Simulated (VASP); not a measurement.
Write the native input for VASP 6.6.1 that does the following.

```
Task                   : single point
Functional             : PBE
Potentials or basis    : VASP PAW PBE potentials, release 64 (Cd, Hg, S)
Cutoff                 : 520 eV
k mesh                 : 6 × 6 × 6
Occupations            : gaussian, width 0.2 eV
Spin                   : no spin polarisation
Dipole correction      : no
Further INCAR settings : ALGO = Normal; EDIFF = 1e-06; NBANDS = 56
```

The structure of Cd2Hg3S5 lies in POSCAR:

```
Cd2Hg3S5
1.0
    0.0000000000     -4.2218246242      0.0000000000
    4.2218246242      0.0000000000      0.0000000000
   -2.1109123121      2.1109123121     14.8857696770
Cd Hg S
2 3 5
Direct
    0.9002835105      0.9002835105      0.8005670210
    0.0997164895      0.0997164895      0.1994329790
    0.6994665804      0.6994665804      0.3989331607
    0.3005334196      0.3005334196      0.6010668393
    0.5000000000      0.5000000000      0.0000000000
    0.3511411522      0.8511411522      0.7022823044
    0.9494060588      0.4494060588      0.8988121175
    0.5505939412      0.0505939412      0.1011878825
    0.1488588478      0.6488588478      0.2977176956
    0.7500000000      0.2500000000      0.5000000000
```

The input as run:

INCAR

```
ALGO     = Normal         # electronic algorithm
EDIFF    = 1E-6           # SCF threshold, eV
ENCUT    = 520            # plane-wave cutoff, eV
GGA      = PE             # functional
ISIF     = 2              # what is computed and relaxed
ISMEAR   = 0              # smearing method
LASPH    = T              # aspherical terms in the spheres
LCHARG   = T              # write CHGCAR
LELF     = T              # ELF
LREAL    = F              # projectors in reciprocal space
LVHAR    = T            
LWAVE    = F              # write WAVECAR
NBANDS   = 56             # bands
NELM     = 60             # most SCF steps
PREC     = Accurate       # precision mode
SIGMA    = 0.2            # smearing width, eV
```

KPOINTS

```
k-points
0
Gamma
  6 6 6
```

Potentials or basis: VASP PAW PBE potentials, release 64 (Cd, Hg, S).

Command:

```bash
$ cat potpaw_PBE.64/Cd/POTCAR potpaw_PBE.64/Hg/POTCAR potpaw_PBE.64/S/POTCAR > POTCAR
$ mpirun -np 1 vasp_std > vasp.out
```

Results of the run:

| Quantity | Value |
| --- | --- |
| Pressure | 0.3 GPa |

It took 16 min on 1 thread of Intel Xeon 8259CL, on a shared host, peak memory 0.59 GiB.
